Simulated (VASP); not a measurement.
Crystal: CaO (Lime).

```xyz
2
Lattice="0.0000 2.3975 2.3975 2.3975 0.0000 2.3975 2.3975 2.3975 0.0000" Properties=species:S:1:pos:R:3 pbc="T T T"
Ca    0.0000    0.0000    0.0000
O     2.3975    2.3975    2.3975
```

Base run:

```yaml
Program: VASP 6.6.1
Functional: PBE
Potentials_or_basis: VASP PAW PBE potentials, release 64 (Ca_sv, O)
Cutoff: 520 eV
k_mesh: 6 × 6 × 6
Occupations: gaussian, width 0.01 eV
Spin: no spin polarisation
```

Its results: band gap on the k mesh 3.63 eV, indirect (least direct gap 4.01 eV); pressure 3.1 GPa.

The run is repeated on the same cell with these changes: functional from PBE to r2SCAN; further incar settings from ALGO = Normal; EDIFF = 1e-06; NBANDS = 15 to ALGO = Normal; EDIFF = 1e-07; NBANDS = 15. What comes out?

Band gap on the k mesh 4.19 eV, indirect (least direct gap 4.56 eV); pressure 1.1 GPa.

Caveats: the PAW data sets were made with another functional, which shifts forces and pressure a little (some runs).

A k mesh can miss the band edges.
